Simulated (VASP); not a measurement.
Input of a VASP 6.6.1 run:

File INCAR:

```
SYSTEM = As
PREC = Accurate
ENCUT = 520
EDIFF = 1E-6
ISMEAR = 0
SIGMA = 0.1
LREAL = .FALSE.
LASPH = .TRUE.
NELM = 80
ALGO = Normal
ISIF = 2
LWAVE = .FALSE.
LCHARG = .FALSE.
GGA = PE
NBANDS = 14
```

KPOINTS

```
Automatic mesh
0
G
  16 12 8
  0 0 0
```

Contents of POSCAR:

```
As
1.0
    2.7099192044      0.0000000000      0.0000000000
    0.0000000000      3.9171374529      0.0000000000
    0.0000000000      0.0000000000      6.3451413000
As
3
Direct
    0.5000000000      0.5000000000      0.7946991482
    0.5000000000      0.5000000000      0.2053008518
    0.5000000000      0.0000000000      0.5000000000
```

Potentials or basis: VASP PAW PBE potentials, release 64 (As).

Command:

```console
$ cat potpaw_PBE.64/As/POTCAR > POTCAR
$ mpirun -np 1 vasp_std > vasp.out
```

(1) Predict the largest force.

(2) Predict the band gap on the k mesh.

(3) Predict the pressure.

## Answers

(1) 0.009 eV/Å.

(2) zero (an odd number of electrons rules out a gap without spin polarisation).

(3) 0.1 GPa.
